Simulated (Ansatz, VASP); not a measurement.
## Two plane-wave programs on SbMo

Contents of INCAR:

```
ALGO = Normal ; EDIFF = 1E-6
ENCUT = 520 ; GGA = PE
ISIF = 2 ; ISMEAR = 0
LASPH = True ; LCHARG = False
LREAL = False ; LWAVE = False
NBANDS = 16 ; NELM = 100
PREC = Accurate ; SIGMA = 0.05
```

Contents of KPOINTS:

```
k-points
0
Gamma
  10 10 10
```

Contents of POSCAR:

```
SbMo
1.0
    0.0000000000      3.0829090084      3.0829090084
    3.0829090084      0.0000000000      3.0829090084
    3.0829090084      3.0829090084      0.0000000000
Mo Sb
1 1
Direct
    0.0000000000      0.0000000000      0.0000000000
    0.2500000000      0.2500000000      0.2500000000
```

Input for Ansatz:

```yaml
crystal:
  lattice:
    - [0.0, 3.0829090084, 3.0829090084]
    - [3.0829090084, 0.0, 3.0829090084]
    - [3.0829090084, 3.0829090084, 0.0]
  atoms:
    - { symbol: Mo, position: [0.0, 0.0, 0.0] }
    - { symbol: Sb, position: [0.25, 0.25, 0.25] }
basis:
  ecutwfc: 420
  ecutrho_ratio: 4
kpoints:
  mp_grid: { grid: [10, 10, 10] }
hamiltonian:
  xc: pbe
scf:
  occupations: { method: gaussian, width: 0.05 }
output:
  forces: true
  stress: true
  eigenvalues: true
```

Alike in both runs: task single point; functional PBE; k mesh 10 × 10 × 10; occupations gaussian, width 0.05 eV; no spin polarisation.

```csv
,VASP,Ansatz
version,VASP 6.6.1,Ansatz 0.2.0
potentials or method,"VASP PAW PBE potentials, release 64 (Mo_sv, Sb), cutoff 520 eV","scalar-relativistic, plane waves, PAW"
valence electrons in the cell,19,29
```

```tsv
	VASP	Ansatz	Ansatz less VASP
gap on the k mesh at the Fermi level (eV)	none	none	-
pressure (GPa)	-1.5	-1.5	+0.03
```

A gap of «none» marks a metal or a gap that the smearing closes. VASP's potentials hold 19 valence electrons a cell and Ansatz's 29, so a difference there can come from the potentials and not from the codes.

Spin-orbit coupling is off throughout.
